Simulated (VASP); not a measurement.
Write the native input for VASP 6.6.1 that does the following.

| Item | Value |
| --- | --- |
| Task | single point |
| Functional | RPBE |
| Potentials or basis | VASP PAW PBE potentials, release 64 (K_sv) |
| Cutoff | 520 eV |
| k mesh | 13 × 13 × 13 |
| Occupations | fermi-dirac, width 0.1 eV |
| Spin | no spin polarisation |
| Dipole correction | no |
| Further INCAR settings | ALGO = Normal; EDIFF = 1e-07; NBANDS = 10 |

The structure of K lies in POSCAR:

```
K
1.0
    0.0000000000      3.4356428743      3.4356428743
    3.4356428743      0.0000000000      3.4356428743
    3.4356428743      3.4356428743      0.0000000000
K
1
Direct
    0.0000000000      0.0000000000      0.0000000000
```

One way to write it, as run:

INCAR

```
PREC = Accurate
ENCUT = 520
EDIFF = 1E-7
ISMEAR = -1
SIGMA = 0.1
LREAL = False
LASPH = True
NELM = 100
ALGO = Normal
ISIF = 2
LWAVE = False
LCHARG = False
GGA = RP
NBANDS = 10
```

KPOINTS

```
regular mesh
0
Gamma
  13 13 13
```

Potentials or basis: VASP PAW PBE potentials, release 64 (K_sv).

The run is started by

```sh
$ cat potpaw_PBE.64/K_sv/POTCAR > POTCAR
$ mpirun -np 1 vasp_std > vasp.out
```

Results of the run:

The pressure is 0.0 GPa.

Caveat: the PAW data sets were made with another functional, which shifts forces and pressure a little.

Wall time 16 s on 1 thread of Intel(R) Xeon(R) 6975P-C (Granite Rapids), on a shared host, peak memory 0.23 GiB.
